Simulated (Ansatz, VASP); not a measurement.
## One calculation of Ta, two programs

```xyz
1
Lattice="-1.6290 1.6290 1.6290 1.6290 -1.6290 1.6290 1.6290 1.6290 -1.6290" Properties=species:S:1:pos:R:3 pbc="T T T"
Ta    0.0000    0.0000    0.0000
```

Change from the starting cell: volume scaled by 0.96, crystal datasets.

Alike in both runs: task electric field gradients; functional PBE; k mesh 17 × 17 × 17; occupations fermi-dirac, width 0.08 eV; no spin polarisation.

|  | VASP | Ansatz |
| --- | --- | --- |
| version | VASP 6.6.1 | Ansatz 0.2.0 |
| potentials or method | VASP PAW PBE potentials, release 64 (Ta_pv), cutoff 520 eV | all-electron PAW with datasets made for the crystal, scalar-relativistic |

```csv
,VASP,Ansatz,Ansatz less VASP
pressure (GPa),12.5,12.1,-0.35
```

Ansatz ran all-electron here, and VASP with PAW potentials.

Spin-orbit coupling is off throughout.
